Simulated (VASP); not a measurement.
Input of a VASP 6.6.1 run:

INCAR

```
SYSTEM = Hf2AlAgCl6
  PREC = Accurate
  ENCUT = 520
  EDIFF = 1E-6
  ISMEAR = -1
  SIGMA = 0.1
  LREAL = .False.
  LASPH = .True.
  NELM = 60
  ALGO = Normal
  ISIF = 2
  LWAVE = .False.
  LCHARG = .True.
  GGA = PE
  LELF = .True.
  LVHAR = .True.
  NBANDS = 49
```

Contents of KPOINTS:

```
Automatic mesh
0
Gamma
  6 6 6
  0 0 0
```

The input POSCAR:

```
Hf2AlAgCl6
1.0
    0.0000000000      4.8157050000      4.8157050000
    4.8157050000      0.0000000000      4.8157050000
    4.8157050000      4.8157050000      0.0000000000
Hf Al Ag Cl
2 1 1 6
Direct
    0.2500000000      0.2500000000      0.2500000000
    0.7500000000      0.7500000000      0.7500000000
    0.0000000000      0.0000000000      0.0000000000
    0.5000000000      0.5000000000      0.5000000000
    0.7629106918      0.2370893082      0.2370893082
    0.2370893082      0.7629106918      0.2370893082
    0.2370893082      0.7629106918      0.7629106918
    0.7629106918      0.2370893082      0.7629106918
    0.2370893082      0.2370893082      0.7629106918
    0.7629106918      0.7629106918      0.2370893082
```

Potentials or basis: VASP PAW PBE potentials, release 64 (Hf_pv, Al, Ag, Cl).

Command:

```bash
$ cat potpaw_PBE.64/Hf_pv/POTCAR potpaw_PBE.64/Al/POTCAR potpaw_PBE.64/Ag/POTCAR potpaw_PBE.64/Cl/POTCAR > POTCAR
$ mpirun -np 1 vasp_std > vasp.out
```

Task: What does it give for the band gap on the k mesh?

Result: Zero (bands 38 and 39 overlap by 0.89 eV).

Task: Predict the largest force.

Result: 0.011 eV/Å.

Task: Predict the pressure.

Result: 3.4 GPa.

Forces in eV/Å, atoms in the order of the input:
```
Hf   0.000  0.000  0.000
Hf   0.000  0.000  0.000
Al   0.000  0.000  0.000
Ag   0.000  0.000  0.000
Cl  -0.011  0.000  0.000
Cl   0.000 -0.011  0.000
Cl   0.011  0.000  0.000
Cl   0.000  0.011  0.000
Cl   0.000  0.000 -0.011
Cl   0.000  0.000  0.011
```

Caveat: the cell stands under pressure; spin-orbit coupling is left out, which moves the levels of the heavy elements.
